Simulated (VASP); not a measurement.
**Ge: single point with r2SCAN**

Ge:

```
Ge
1.0
     4.19750    0.00000    0.00000
    -2.09875    3.63514    0.00000
     0.00000    0.00000    6.51316
Ge
4
Direct
  0.33333 0.66667 0.99663
  0.66667 0.33333 0.49663
  0.33333 0.66667 0.37837
  0.66667 0.33333 0.87837
```

This cell differs from its parent crystal: epitaxial xy strain +5.0%.

| Item | Value |
| --- | --- |
| Program | VASP 6.6.1 |
| Task | single point |
| Functional | r2SCAN |
| Potentials or basis | VASP PAW PBE potentials, release 64 (Ge_d) |
| Cutoff | 520 eV |
| k mesh | 12 × 12 × 4 |
| Occupations | fermi-dirac, width 0.02 eV |
| Spin | no spin polarisation |
| Dipole correction | no |
| Further INCAR settings | ALGO = Normal; EDIFF = 1e-07; NBANDS = 36 |

```json
{"Pressure": "-4.6 GPa", "Largest force": "0.038 eV/Å", "Band gap on the k mesh": "zero (band 28 reaches 4.01 eV, above the bottom of band 29 at 3.61 eV)"}
```

Forces on the atoms (eV/Å):
```
Ge   0.000  0.000  0.038
Ge   0.000  0.000  0.038
Ge   0.000  0.000 -0.038
Ge   0.000  0.000 -0.038
```

Stress tensor (GPa, compression positive):
```
-7.15  0.00  0.00
 0.00 -7.15  0.00
 0.00  0.00  0.43
```

Levels at points of the mesh, in eV from the Fermi level:
```tsv
k point	band 24	band 25	band 26	band 27	band 28	band 29	band 30	band 31	band 32	band 33
(0.00, 0.00, 0.00)	-1.66	-1.66	-0.66	-0.34	0.10	0.10	0.14	2.24	2.24	3.45
(0.50, 0.00, 0.00)	-6.54	-4.23	-3.07	-2.49	-1.29	0.54	1.89	3.95	4.19	5.11
(0.00, 0.00, 0.50)	-4.50	-0.98	-0.98	-0.98	-0.98	0.29	0.29	3.42	3.42	3.42
(0.50, 0.00, 0.50)	-7.75	-2.35	-2.35	-2.10	-2.10	0.81	0.81	2.60	2.60	6.46
```

It took 6.5 min on 1 thread of Intel(R) Xeon(R) Platinum 8488C (Sapphire Rapids), with other jobs on the host, peak memory 0.31 GiB.

Caveat: the cell differs from its parent crystal (epitaxial xy strain +5.0%); the PAW data sets were made with another functional, which shifts forces and pressure a little.
